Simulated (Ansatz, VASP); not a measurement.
**BiBrO: VASP beside Ansatz**

Contents of INCAR:

```
ALGO     = Normal         # electronic algorithm
EDIFF    = 1E-6           # SCF threshold, eV
ENCUT    = 520            # plane-wave cutoff, eV
GGA      = CA             # functional
ISIF     = 2              # what is computed and relaxed
ISMEAR   = 0              # smearing method
LASPH    = True           # aspherical terms in the spheres
LCHARG   = True           # write CHGCAR
LELF     = True           # ELF
LREAL    = False          # projectors in reciprocal space
LVHAR    = True         
LWAVE    = False          # write WAVECAR
NBANDS   = 37             # bands
NELM     = 60             # most SCF steps
PREC     = Accurate       # precision mode
SIGMA    = 0.05           # smearing width, eV
```

KPOINTS

```
k-points
0
Gamma
  8 8 4
```

POSCAR

```
BiBrO
1.0
    4.0767000000      0.0000000000      0.0000000000
    0.0000000000      4.0767000000      0.0000000000
    0.0000000000      0.0000000000      7.7553000000
Bi Br O
2 2 2
Direct
    0.0000000000      0.5000000000      0.1575579020
    0.5000000000      0.0000000000      0.8424420980
    0.0000000000      0.5000000000      0.6517216503
    0.5000000000      0.0000000000      0.3482783497
    0.0000000000      0.0000000000      0.0000000000
    0.5000000000      0.5000000000      0.0000000000
```

Input for Ansatz:

```yaml
crystal:
  lattice:
    - [4.0767, 0.0, 0.0]
    - [0.0, 4.0767, 0.0]
    - [0.0, 0.0, 7.7553]
  atoms:
    - { symbol: Bi, position: [0.0, 0.5, 0.157557902] }
    - { symbol: Bi, position: [0.5, 0.0, 0.842442098] }
    - { symbol: Br, position: [0.0, 0.5, 0.6517216503] }
    - { symbol: Br, position: [0.5, 0.0, 0.3482783497] }
    - { symbol: O, position: [0.0, 0.0, 0.0] }
    - { symbol: O, position: [0.5, 0.5, 0.0] }
basis:
  ecutwfc: 520.0
kpoints:
  mp_grid: { grid: [8, 8, 4] }
hamiltonian:
  xc: lda
  pseudopotentials: { kind: paw }
scf:
  occupations: { method: gaussian, width: 0.05 }
output:
  forces: true
  stress: true
  eigenvalues: true
```

Alike in both runs: task single point; functional LDA; k mesh 8 × 8 × 4; occupations gaussian, width 0.05 eV; no spin polarisation.

|  | VASP | Ansatz |
| --- | --- | --- |
| version | VASP 6.6.1 | Ansatz 0.2.0 |
| potentials or method | VASP PAW LDA potentials, release 64 (Bi_d, Br, O), cutoff 520 eV | scalar-relativistic, plane waves, PAW |
| valence electrons in the cell | 56 | 56 |

|  | VASP | Ansatz | Ansatz less VASP |
| --- | --- | --- | --- |
| gap on the k mesh at the Fermi level (eV) | 1.74 | 1.74 | +0.005 |
| least direct gap on the mesh (eV) | 1.87 | 1.87 | +0.005 |
| pressure (GPa) | -7.2 | -7.4 | -0.20 |
| traceless stress, the component that is largest in VASP (GPa) | 3.04 | 3.09 | +0.048 |
| rms of the force components (eV/Å) | 0.175 | 0.196 | +0.0206 |

LDA's correlation is that of Perdew and Zunger in VASP and of Perdew and Wang (1992) in Ansatz. Atom by atom the forces differ by 0.021 eV/Å (rms over components).

Spin-orbit coupling is off throughout.
